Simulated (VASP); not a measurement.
A run of VASP 6.6.1:

Contents of INCAR:

```
  ALGO = Normal
  EDIFF = 1E-7
  ENCUT = 520
  GGA = PS
  ISIF = 2
  ISMEAR = 0
  LASPH = T
  LCHARG = F
  LREAL = F
  LWAVE = F
  NBANDS = 36
  NELM = 100
  PREC = Accurate
  SIGMA = 0.15
```

Contents of KPOINTS:

```
k-points
0
Gamma
  10 10 10
```

POSCAR

```
Ge
1.0
    0.0000000000      2.8511133370      4.9366879309
    2.6120665645      0.0000000000      4.9366879309
    2.6120665645      2.8511133370      0.0000000000
Ge
4
Direct
    0.7763173169      0.7763173169      0.2236826831
    0.2236826831      0.2236826831      0.7763173169
    0.2727382667      0.7272617333      0.2727382667
    0.7272617333      0.2727382667      0.7272617333
```

Potentials or basis: VASP PAW PBE potentials, release 64 (Ge_d).

Command:

```sh
$ cat potpaw_PBE.64/Ge_d/POTCAR > POTCAR
$ mpirun -np 1 vasp_std > vasp.out
```

Hardware: 1 thread of Intel(R) Xeon(R) Platinum 8488C (Sapphire Rapids) (shared host).

Q: Estimate the wall time of this run.

A: It took 7.9 min on 1 thread of Intel(R) Xeon(R) Platinum 8488C (Sapphire Rapids), on a shared host, peak memory 0.44 GiB. Counts: scf iterations 15, k points 171.
